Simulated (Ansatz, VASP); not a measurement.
# Re: VASP beside Ansatz

File INCAR:

```
PREC = Accurate
ENCUT = 600
EDIFF = 1E-7
ISMEAR = 0
SIGMA = 0.1
LREAL = F
LASPH = T
NELM = 120
ALGO = Normal
ISIF = 3
LWAVE = F
LCHARG = F
IBRION = 2
NSW = 100
EDIFFG = -0.05
GGA_COMPAT = F
NELMIN = 4
```

The input KPOINTS:

```
regular mesh
0
Gamma
  8 8 8
```

Contents of POSCAR:

```
Re
1.0
    0.0000000000      1.9442962850      1.9442962850
    1.9442962850      0.0000000000      1.9442962850
    1.9442962850      1.9442962850      0.0000000000
Re
1
Direct
    0.0000000000      0.0000000000      0.0000000000
```

Input for Ansatz:

```yaml
crystal:
  lattice:
    - [0.0, 1.944296285, 1.944296285]
    - [1.944296285, 0.0, 1.944296285]
    - [1.944296285, 1.944296285, 0.0]
  atoms:
    - { symbol: Re, position: [0.0, 0.0, 0.0] }
basis:
  ecutwfc: 420
kpoints:
  mp_grid: { grid: [8, 8, 8] }
hamiltonian:
  xc: lda
  pseudopotentials: { kind: paw, azcp: { folder: soft_1 } }
scf:
  occupations: { method: gaussian, width: 0.1 }
output:
  forces: true
  stress: true
  eigenvalues: true
relax:
  adjacent_minimum: "off"
  f_tol: 0.05
  max_steps: 80
  cell: { stress_tol: 0.5 }
```

Alike in both runs: task relaxation of cell and atoms; functional LDA; k mesh 8 × 8 × 8; occupations gaussian, width 0.1 eV; no spin polarisation.

|  | VASP | Ansatz |
| --- | --- | --- |
| version | VASP 6.6.1 | Ansatz 0.2.0 |
| potentials or method | VASP PAW LDA potentials, release 64 (Re), cutoff 600 eV | scalar-relativistic, plane waves, PAW |
| valence electrons in the cell | 7 | 15 |

|  | VASP | Ansatz | Ansatz less VASP |
| --- | --- | --- | --- |
| gap on the k mesh at the Fermi level, each at its own relaxed structure (eV) | none | none | - |
| relaxed volume (Å³/atom) | 14.43 | 14.36 | -0.071 |
| relaxed cell length with the largest relative difference (Å) | 2.733 | 2.728 | -0.0045 |

Ansatz warns that its potentials were made for another functional, while VASP's fit it. LDA's correlation is that of Perdew and Zunger in VASP and of Perdew and Wang (1992) in Ansatz. A gap of «none» marks a metal or a gap that the smearing closes. VASP's potentials hold 7 valence electrons a cell and Ansatz's 15, so a difference there can come from the potentials and not from the codes.

Spin-orbit coupling is off throughout.
